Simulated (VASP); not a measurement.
LiCl, 2 atoms in the cell. The structure is cubic, space group Fm-3m (No. 225). Conventional cell: a = 5.130 Å, b = 5.130 Å, c = 5.130 Å, α = 90.00°, β = 90.00°, γ = 90.00°. Within 3.4 Å of Cl (site symmetry m-3m) lie 6 Li at 2.56 Å. Li (site symmetry m-3m) has 6 Cl at 2.56 Å within 3.4 Å. 

- Program: VASP 6.6.1
- Task: single point
- Functional: PBE
- Potentials or basis: VASP PAW PBE potentials, release 64 (Cl, Li_sv)
- Cutoff: 520 eV
- k mesh: 9 × 9 × 9
- Occupations: gaussian, width 0.029 eV
- Spin: no spin polarisation
- Dipole correction: no
- Further INCAR settings: ALGO = Normal; EDIFF = 1e-06; NBANDS = 12

Potentials or basis: VASP PAW PBE potentials, release 64 (Cl, Li_sv).

Launch:

```sh
$ cat potpaw_PBE.64/Cl/POTCAR potpaw_PBE.64/Li_sv/POTCAR > POTCAR
$ mpirun -np 1 vasp_std > vasp.out
```

Hardware: 1 thread of Intel Xeon 8259CL (shared host).

**Question.** Estimate the wall time of this run.

**Answer.** Wall time 26 s on 1 thread of Intel Xeon 8259CL, on a shared host, peak memory 0.15 GiB. Counts: scf iterations 12, k points 35.
